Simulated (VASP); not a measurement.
Set up this calculation in VASP 6.6.1, as the native input.

* Task: relaxation of cell and atoms
* Functional: PBE
* Potentials or basis: VASP PAW PBE potentials, release 64 (Ti_sv, Sn_d, S)
* Cutoff: 600 eV
* k mesh: 12 × 12 × 4
* Occupations: gaussian, width 0.02 eV
* Spin: no spin polarisation
* Dipole correction: no
* Further INCAR settings: ALGO = Normal; EDIFF = 1e-06; IBRION = 2; EDIFFG = -0.01; NSW = 100; ISIF = 3

The structure of TiSnS4 lies in POSCAR:

```
TiSnS4
1.0
    3.5945249107      0.0000000000      0.0000000000
   -1.7972624553      3.1129498872      0.0000000000
    0.0000000000      0.0000000000     12.7163342401
Ti Sn S
1 1 4
Direct
    0.0000000000      0.0000000000      0.0000000000
    0.0000000000      0.0000000000      0.5000000000
    0.3333333333      0.6666666667      0.1052722725
    0.6666666667      0.3333333333      0.8947277275
    0.6666666667      0.3333333333      0.3815242507
    0.3333333333      0.6666666667      0.6184757493
```

The input as run:

INCAR

```
SYSTEM = TiSnS4
PREC = Accurate ; ENCUT = 600
EDIFF = 1E-6 ; ISMEAR = 0
SIGMA = 0.02 ; LREAL = .False.
LASPH = .True. ; NELM = 80
ALGO = Normal ; ISIF = 3
LWAVE = .False. ; LCHARG = .False.
GGA = PE ; IBRION = 2
NSW = 100 ; EDIFFG = -0.01
```

KPOINTS

```
Automatic mesh
0
Gamma
  12 12 4
  0 0 0
```

Potentials or basis: VASP PAW PBE potentials, release 64 (Ti_sv, Sn_d, S).

Command:

```console
$ cat potpaw_PBE.64/Ti_sv/POTCAR potpaw_PBE.64/Sn_d/POTCAR potpaw_PBE.64/S/POTCAR > POTCAR
$ mpirun -np 1 vasp_std > vasp.out
```

Results of the run:

* Relaxed volume: 24.82 Å³/atom
* Relaxed cell: a = 3.571 Å, b = 3.571 Å, c = 13.484 Å, α = 90.00°, β = 90.00°, γ = 120.00°
* Space group after relaxing (to 0.1 Å): P-3m1 (No. 164)
* Energy gained by relaxing: 1.8 meV/atom
* Ionic steps: 21
* Pressure after relaxing: 0.0 GPa
* Largest force after relaxing: 0.003 eV/Å
* Band gap on the k mesh: 0.49 eV (least direct gap 0.57 eV)

Caveat: spin-orbit coupling is left out, which moves the levels of the heavy elements; this functional lacks dispersion, which binds layers or chains, so the pressure and a relaxed spacing across them are unreliable.

Wall time 2.4 h on 1 thread of Oxide Virtual Turin-like Processor, on a shared host, peak memory 0.54 GiB.
